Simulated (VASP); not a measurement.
Here is a VASP 6.6.1 calculation.

The input INCAR:

```
ALGO = Normal
EDIFF = 1E-7
ENCUT = 520
GGA = PE
ISIF = 2
ISMEAR = -1
LASPH = T
LCHARG = F
LREAL = F
LWAVE = F
NBANDS = 33
NELM = 80
PREC = Accurate
SIGMA = 0.02
```

Contents of KPOINTS:

```
k-points
0
Gamma
  7 7 10
```

POSCAR

```
TiO2
1.0
    4.5940000000      0.0000000000      0.0000000000
    0.0000000000      4.5940000000      0.0000000000
    0.0000000000      0.0000000000      2.8702300000
Ti O
2 4
Direct
    0.0000000000      0.0000000000      0.0000000000
    0.5000000000      0.5000000000      0.5000000000
    0.3028121709      0.3028121709      0.0000000000
    0.1971878291      0.8028121709      0.5000000000
    0.6971878291      0.6971878291      0.0000000000
    0.8028121709      0.1971878291      0.5000000000
```

Potentials or basis: VASP PAW PBE potentials, release 64 (Ti_sv, O).

Launch:

```bash
$ cat potpaw_PBE.64/Ti_sv/POTCAR potpaw_PBE.64/O/POTCAR > POTCAR
$ mpirun -np 1 vasp_std > vasp.out
```

(1) What does it give for the largest force?

(2) Predict the pressure.

## Answers

(1) 0.034 eV/Å.

(2) 14.5 GPa.

Caveat: the cell differs from its parent crystal (z stretched by -3 %, then relaxed in part).
